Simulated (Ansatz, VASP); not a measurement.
One calculation of Cd, two programs

Contents of INCAR:

```
SYSTEM = Cd
  ALGO = Fast
  EDIFF = 1E-6
  EDIFFG = -0.001
  ENCUT = 600
  GGA = PS
  IBRION = 2
  ISIF = 3
  ISMEAR = -1
  LASPH = .True.
  LCHARG = .False.
  LREAL = .False.
  LWAVE = .False.
  NELM = 60
  NSW = 80
  PREC = Accurate
  SIGMA = 0.15
```

The input KPOINTS:

```
k-points
0
Gamma
  18 18 8
  0 0 0
```

POSCAR

```
Cd
1.0
    2.9442122157      0.0000000000      0.0000000000
   -1.4721061079      2.5497625730      0.0000000000
    0.0000000000      0.0000000000      5.6103195840
Cd
2
Direct
    0.3333333333      0.6666666667      0.2500000000
    0.6666666667      0.3333333333      0.7500000000
```

Input for Ansatz:

```yaml
crystal:
  lattice:
    - [2.9442122157, 0.0, 0.0]
    - [-1.4721061079, 2.549762573, 0.0]
    - [0.0, 0.0, 5.610319584]
  atoms:
    - { symbol: Cd, position: [0.3333333333, 0.6666666667, 0.25] }
    - { symbol: Cd, position: [0.6666666667, 0.3333333333, 0.75] }
basis:
  ecutwfc: 420
kpoints:
  mp_grid: { grid: [18, 18, 8] }
hamiltonian:
  xc: pbesol
scf:
  occupations: { method: fermi_dirac, width: 0.15 }
output:
  forces: true
  stress: true
  eigenvalues: true
  write_density: true
  write_potential: true
  elf: true
  volumetric_format: npy
relax:
  adjacent_minimum: "off"
  f_tol: 0.001
  max_steps: 60
  cell: { stress_tol: 0.01 }
```

Alike in both runs: task relaxation of cell and atoms; functional PBEsol; k mesh 18 × 18 × 8; occupations fermi-dirac, width 0.15 eV; no spin polarisation.

|  | VASP | Ansatz |
| --- | --- | --- |
| version | VASP 6.6.1 | Ansatz 0.2.0 |
| potentials or method | VASP PAW PBE potentials, release 64 (Cd), cutoff 600 eV | scalar-relativistic, plane waves, PAW |
| valence electrons in the cell | 24 | 40 |

|  | VASP | Ansatz | Ansatz less VASP |
| --- | --- | --- | --- |
| gap on the k mesh at the Fermi level, each at its own relaxed structure (eV) | none | none | - |
| relaxed volume (Å³/atom) | 21.07 | 20.99 | -0.076 |
| relaxed cell length with the largest relative difference (Å) | 2.971 | 2.964 | -0.0067 |

VASP's potentials were made for PBE, not for PBEsol. A gap of «none» marks a metal or a gap that the smearing closes. VASP's potentials hold 24 valence electrons a cell and Ansatz's 40, so a difference there can come from the potentials and not from the codes.
